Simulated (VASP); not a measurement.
# AlFe (Cmmm) in VASP: single point with PBE

Aim: the single point of AlFe with PBE.

Everything below comes from runs of VASP 6.6.1. Logs are shortened: lines on timing, memory, paths and dates and some standing lists are left out, and cuts for length are marked.

**1. The cell of the first run**

The structure is orthorhombic, space group Cmmm (No. 65). The conventional cell has a = 4.054 Å, b = 4.177 Å, c = 2.910 Å, α = 90.00°, β = 90.00°, γ = 90.00°. Within 3.3 Å of Al (site symmetry mmm) lie 8 Fe at 2.49 to 2.55 Å and 6 Al at 2.91 Å. Fe (site symmetry mmm) has 8 Al at 2.49 to 2.55 Å and 6 Fe at 2.91 Å within 3.3 Å.

**2. Single point, PBE, collinear spin, ferromagnetic start (xy shear strain of -3 %)**

The input, INCAR:

```
PREC     = Accurate       # precision mode
ENCUT    = 520            # plane-wave cutoff, eV
EDIFF    = 1E-7           # SCF threshold, eV
ISMEAR   = -1             # smearing method
SIGMA    = 0.05           # smearing width, eV
LREAL    = False          # projectors in reciprocal space
LASPH    = True           # aspherical terms in the spheres
NELM     = 150            # most SCF steps
ALGO     = Normal         # electronic algorithm
ISIF     = 2              # what is computed and relaxed
LWAVE    = False          # write WAVECAR
LCHARG   = False          # write CHGCAR
ISPIN    = 2              # spin polarisation
MAGMOM   = 0 3            # initial moments
LORBIT   = 11             # projections on sites
LMAXMIX  = 4              # l up to which the mixer works
GGA      = PE             # functional
NBANDS   = 16             # bands
```

The input, KPOINTS:

```
Automatic mesh
0
Gamma
  12 12 12
```

The input, POSCAR:

```
AlFe
1.0
    2.9100000000     -0.0436500000      0.0000000000
   -0.0436500000      2.9100000000      0.0000000000
    0.0000000000      0.0000000000      2.9100000000
Al Fe
1 1
Direct
    0.0000000000      0.0000000000      0.0000000000
    0.5000000000      0.5000000000      0.5000000000
```

Potentials or basis: VASP PAW PBE potentials, release 64 (Al, Fe).

Started as:

```bash
cat potpaw_PBE.64/Al/POTCAR potpaw_PBE.64/Fe/POTCAR > POTCAR
mpirun -np 1 vasp_std > vasp.out
```

OUTCAR:

```text
PREC = Accurate
   ENCUT = 520
   EDIFF = 1E-7
   ISMEAR = -1
   LREAL = False
   LASPH = True
   NELM = 150
   ISIF = 2
   ISPIN = 2
   LORBIT = 11
   GGA = PE

 ion  position               nearest neighbor table
   1  0.000  0.000  0.000-   2 2.49   2 2.49   2 2.49   2 2.49   2 2.55   2 2.55   2 2.55   2 2.55

   2  0.500  0.500  0.500-   1 2.49   1 2.49   1 2.49   1 2.49   1 2.55   1 2.55   1 2.55   1 2.55

  LATTYP: Found a base centered orthorhombic cell.
 ALAT       =     4.0536310445
 B/A-ratio  =     1.0304568528
 C/A-ratio  =     0.7178749048

  Lattice vectors:

 A1 = (   2.9100000000,  -0.0436500000,   0.0000000000)
 A2 = (  -0.0436500000,   2.9100000000,   0.0000000000)
 A3 = (   0.0000000000,   0.0000000000,   2.9100000000)

Analysis of symmetry for initial positions (statically):
=====================================================================
 Subroutine PRICEL returns:
 Original cell was already a primitive cell.

 Routine SETGRP: Setting up the symmetry group for a
 base centered orthorhombic supercell.

 Subroutine GETGRP returns: Found  8 space group operations
 (whereof  8 operations were pure point group operations)
 out of a pool of  8 trial point group operations.

The static configuration has the point symmetry D_2h.

Analysis of symmetry for dynamics (positions and initial velocities):
=====================================================================
 Subroutine PRICEL returns:
 Original cell was already a primitive cell.

 Routine SETGRP: Setting up the symmetry group for a
 base centered orthorhombic supercell.

 Subroutine GETGRP returns: Found  8 space group operations
 (whereof  8 operations were pure point group operations)
 out of a pool of  8 trial point group operations.

The dynamic configuration has the point symmetry D_2h.

Analysis of structural, dynamic, and magnetic symmetry:
=====================================================================
 Subroutine PRICEL returns:
 Original cell was already a primitive cell.

 Routine SETGRP: Setting up the symmetry group for a
 base centered orthorhombic supercell.

 Subroutine GETGRP returns: Found  8 space group operations
 (whereof  8 operations were pure point group operations)
 out of a pool of  8 trial point group operations.

The overall configuration has the point symmetry D_2h.

 Subroutine INISYM returns: Found  8 space group operations
 (whereof  8 operations are pure point group operations),
 and found     1 'primitive' translations

----------------------------------------------------------------------------------------

                                     Primitive cell

  volume of cell :      24.6366

  direct lattice vectors                    reciprocal lattice vectors
     2.910000000 -0.043650000  0.000000000     0.343719949  0.005155799  0.000000000
    -0.043650000  2.910000000  0.000000000     0.005155799  0.343719949  0.000000000
     0.000000000  0.000000000  2.910000000     0.000000000  0.000000000  0.343642612

  length of vectors
     2.910327357  2.910327357  2.910000000     0.343758615  0.343758615  0.343642612

  position of ions in fractional coordinates (direct lattice)
     0.000000000  0.000000000  0.000000000
     0.500000000  0.500000000  0.500000000

  ion indices of the primitive-cell ions
   primitive index   ion index
                 1           1
                 2           2

----------------------------------------------------------------------------------------

 KPOINTS: Automatic mesh

Automatic generation of k-mesh.
 Grid dimensions read from file:
 generate k-points for:   12   12   12

 Generating k-lattice:

  Cartesian coordinates                     Fractional coordinates (reciprocal lattice)
     0.028643329  0.000429650  0.000000000     0.083333333 -0.000000000  0.000000000
     0.000429650  0.028643329  0.000000000    -0.000000000  0.083333333  0.000000000
     0.000000000  0.000000000  0.028636884     0.000000000  0.000000000  0.083333333

  Length of vectors
     0.028646551  0.028646551  0.028636884

  Shift w.r.t. Gamma in fractional coordinates (k-lattice)
     0.000000000  0.000000000  0.000000000

 Subroutine IBZKPT returns following result:
 ===========================================

 Found    301 irreducible k-points:

 Following reciprocal coordinates:
            Coordinates               Weight
  0.000000  0.000000  0.000000      1.000000
  0.083333 -0.000000  0.000000      4.000000
  0.166667 -0.000000  0.000000      4.000000
  0.250000 -0.000000  0.000000      4.000000
  0.333333 -0.000000  0.000000      4.000000
  0.416667  0.000000  0.000000      4.000000
[... 16 lines left out ...]
  0.500000  0.166667  0.000000      4.000000
 -0.416667  0.166667  0.000000      4.000000
 [... further k-points ...]
   k-points           NKPTS =    301   k-points in BZ     NKDIM =    301   number of bands    NBANDS=     16
   number of dos      NEDOS =    301   number of ions     NIONS =      2
   total plane-waves  NPLWV =  13824
   dimension x,y,z NGX =    24 NGY =   24 NGZ =   24
   dimension x,y,z NGXF=    48 NGYF=   48 NGZF=   48
   ions per type =               1   1
   NGX,Y,Z   is equivalent  to a cutoff of  13.71, 13.71, 13.71 a.u.
   NGXF,Y,Z  is equivalent  to a cutoff of  27.42, 27.42, 27.42 a.u.
 SYSTEM =  unknown system
   PREC   = accura    normal or accurate (medium, high low for compatibility)
   ISTART =      0    job   : 0-new  1-cont  2-samecut
   ICHARG =      2    charge: 1-file 2-atom 10-const
   ISPIN  =      2    spin polarized calculation?
   LNONCOLLINEAR =      F non collinear calculations
   LSORBIT =      F    spin-orbit coupling
   LASPH  =      T    aspherical Exc in radial PAW
   ENCUT  =  520.0 eV  38.22 Ry    6.18 a.u.   5.41  5.41  5.41*2*pi/ulx,y,z
   NELM   =    150;   NELMIN=  2; NELMDL= -5     # of ELM steps
   EDIFF  = 0.1E-06   stopping-criterion for ELM
   LREAL  =      F    real-space projection
   EDIFFG = 0.1E-05   stopping-criterion for IOM
   NSW    =      0    number of steps for IOM
   IBRION =     -1    ionic relax: 0-MD 1-quasi-New 2-CG
   NFREE  =      0    steps in history (QN), initial steepest desc. (CG)
   ISIF   =      2    stress and relaxation
   ISYM   =      2    0-nonsym 1-usesym 2-fastsym
   POTIM  = 0.5000    time-step for ionic-motion
   TEBEG  =    0.0;   TEEND  =   0.0 temperature during run
   PSTRESS=    0.0 pullay stress
   NELECT =      11.0000    total number of electrons
   NUPDOWN=      -1.0000    fix difference up-down
   EMIN   =  10.00;   EMAX   =-10.00  energy-range for DOS
   EFERMI =   0.00;   METHOD = LEGACY
   ISMEAR =    -1;   SIGMA  =   0.05  broadening in eV -4-tet -1-fermi 0-gaus
   EFERMI_NEDOS =   21; number of points for ismear=-14 and -15
   IALGO  =     38    algorithm
   IMIX   =      4    mixing-type and parameters
     AMIX     =   0.40;   BMIX     =  1.00
     AMIX_MAG =   1.60;   BMIX_MAG =  1.00
  volume/ion in A,a.u.               =      12.32        83.13
  Fermi-wavevector in a.u.,A,eV,Ry     =   1.251254  2.364526 21.301762  1.565635
  Thomas-Fermi vector in A             =   2.385210
   LORBIT       =     11    0 simple, 1 ext, 2 COOP (PROOUT), +10 PAW based schemes
   GGA     = PE    functional components
   LHFCALC =     F    Hartree Fock is set to
   AEXX    =    0.0000 exact exchange contribution
   IVDW    =     0    specifies the selected vdW correction
   LEPSILON=     F    determine dielectric tensor
   LRPA    =     F    only Hartree local field effects (RPA)
 spin polarized calculation
  energy-cutoff  :      520.00
  volume of cell :       24.64
 maximum number of plane-waves:       684
 NGX is ok and might be reduce to    24
   NGX = 11   NGY = 11   NGZ = 11

 number of electron      10.9999995 magnetization       0.7351644

 Free energy of the ion-electron system (eV)
  ---------------------------------------------------
  ext. energy  EPLUGINS =         0.00000000
  ---------------------------------------------------
  free energy    TOTEN  =       -12.63354142 eV

  energy without entropy =      -12.61500565  energy(sigma->0) =      -12.62427354

 E-fermi :   7.6695     XC(G=0): -11.9725

 val. band max:        7.6693043503   @ k =   0.2500   0.2500   0.0833
 cond. band min:       7.6702705488   @ k =   0.4167   0.1667   0.3333
 fundamental gap:      0.0009661985
 Fermi energy:         7.6694510646

 spin component 1

 k-point     1 :       0.0000    0.0000    0.0000
  band No.  band energies     occupation
      1      -2.5587      1.00000
      2       5.2373      1.00000
      3       5.2430      1.00000
      4       7.2134      0.99989
      5       7.2164      0.99988
      6       7.2193      0.99988
[... 8 lines left out ...]
     15      28.9730      0.00000
     16      30.3641      0.00000
[... 419 lines left out ...]
 k-point    24 :      -0.4167    0.1667    0.0000
  band No.  band energies     occupation
      1       0.7888      1.00000
      2       3.3016      1.00000
      3       5.8789      1.00000
      4       6.2157      1.00000
      5       6.4300      1.00000
      6       7.1089      0.99999
[... 8 lines left out ...]
     15      27.0071      0.00000
     16      28.6950      0.00000

 [... further k-points ...]

 spin component 2

 k-point     1 :       0.0000    0.0000    0.0000
  band No.  band energies     occupation
      1      -2.5580      1.00000
      2       5.6333      1.00000
      3       5.6391      1.00000
      4       8.0390      0.00062
      5       8.0930      0.00021
      6       8.1558      0.00006
[... 8 lines left out ...]
     15      29.0142      0.00000
     16      30.3440      0.00000
[... 419 lines left out ...]
 k-point    24 :      -0.4167    0.1667    0.0000
  band No.  band energies     occupation
      1       0.7952      1.00000
      2       3.3929      1.00000
      3       6.3301      1.00000
      4       6.8523      1.00000
      5       7.2099      0.99990
      6       7.9715      0.00237
[... 8 lines left out ...]
     15      27.0089      0.00000
     16      28.7503      0.00000

 [... further k-points ...]

------------------------ aborting loop because EDIFF is reached ----------------------------------------

  FORCE on cell =-STRESS in cart. coord.  units (eV):
  Direction    XX          YY          ZZ          XY          YZ          ZX
  --------------------------------------------------------------------------------------
  -------------------------------------------------------------------------------------
  Total       -0.8867919     -0.8867919     -0.8788927      0.5688521      0.0000000      0.0000000
  in kB      -57.6701503    -57.6701503    -57.1564424     36.9937769      0.0000000      0.0000000
  external PRESSURE =     -57.4989143 kB  Pullay stress =       0.0000000 kB

 VOLUME and BASIS-vectors are now :
 -----------------------------------------------------------------------------
  energy-cutoff  :      520.00
  volume of cell :       24.64
      direct lattice vectors                 reciprocal lattice vectors
     2.910000000 -0.043650000  0.000000000     0.343719949  0.005155799  0.000000000
    -0.043650000  2.910000000  0.000000000     0.005155799  0.343719949  0.000000000
     0.000000000  0.000000000  2.910000000     0.000000000  0.000000000  0.343642612

 POSITION                                       TOTAL-FORCE (eV/Angst)
 -----------------------------------------------------------------------------------
      0.00000      0.00000      0.00000        -0.000000      0.000000      0.000000
      1.43318      1.43318      1.45500         0.000000      0.000000      0.000000
 -----------------------------------------------------------------------------------
    total drift:                                0.000000     -0.000000     -0.000000

  FREE ENERGIE OF THE ION-ELECTRON SYSTEM (eV)
  ---------------------------------------------------
  free  energy   TOTEN  =       -12.6335414180 eV

  energy  without entropy=      -12.6150056539  energy(sigma->0) =      -12.62427354

 total charge

# of ion       s       p       d       tot
------------------------------------------
    1        0.396   0.420   0.000   0.816
    2        0.417   0.475   6.451   7.343
--------------------------------------------------
tot          0.813   0.896   6.451   8.159

 magnetization (x)

# of ion       s       p       d       tot
------------------------------------------
    1       -0.009  -0.017   0.000  -0.025
    2       -0.001   0.008   0.775   0.782
--------------------------------------------------
tot         -0.009  -0.009   0.775   0.756
```

Wall time 5.3 min (1 thread of Intel Xeon 8259CL, shared host); peak memory 0.3 GiB.

Results:

- Free energy: -12.6335 eV
- Pressure: -5.7 GPa
- Net moment: 0.74 μB per cell
- Site moments: Al -0.03; Fe +0.78 μB
- Valence electrons inside the program's atomic spheres: Al 0.82; Fe 7.34

Stress tensor (GPa, compression positive):
```
-5.77  3.70  0.00
 3.70 -5.77  0.00
 0.00  0.00 -5.72
```

Levels at points of the mesh, in eV from the Fermi level:
Spin up:
```
           k point  band 4  band 5  band 6  band 7  band 8  band 9
(0.00, 0.00, 0.00)   -0.46   -0.45   -0.45    6.05    6.11    6.20
(0.50, 0.00, 0.00)   -1.34   -1.34   -0.34    0.77    8.59   10.78
(0.50, 0.50, 0.00)   -1.88   -1.14   -1.09    0.35    2.98    3.79
(0.00, 0.00, 0.50)   -1.37   -1.32   -0.34    0.77    8.64   10.74
(0.50, 0.00, 0.50)   -2.10   -1.12   -1.12    0.35    3.04    3.73
(0.50, 0.50, 0.50)    0.38    0.38    2.68    2.81    3.12    3.99
```
Spin down:
```tsv
k point	band 2	band 3	band 4	band 5	band 6	band 7	band 8	band 9
(0.00, 0.00, 0.00)	-2.04	-2.03	0.37	0.42	0.49	6.07	6.14	6.23
(0.50, 0.00, 0.00)	-5.83	-1.39	-0.58	-0.57	0.56	1.31	8.47	10.87
(0.50, 0.50, 0.00)	-2.32	-2.15	-1.89	-0.34	-0.29	0.93	3.36	4.35
(0.00, 0.00, 0.50)	-5.83	-1.38	-0.66	-0.49	0.55	1.31	8.51	10.83
(0.50, 0.00, 0.50)	-2.15	-2.11	-2.11	-0.32	-0.31	0.93	3.40	4.30
(0.50, 0.50, 0.50)	-3.10	-3.05	0.97	0.97	2.74	2.87	3.18	3.92
```

Caveat: the cell differs from its parent crystal (xy shear strain of -3 %); the cell stands under tension.
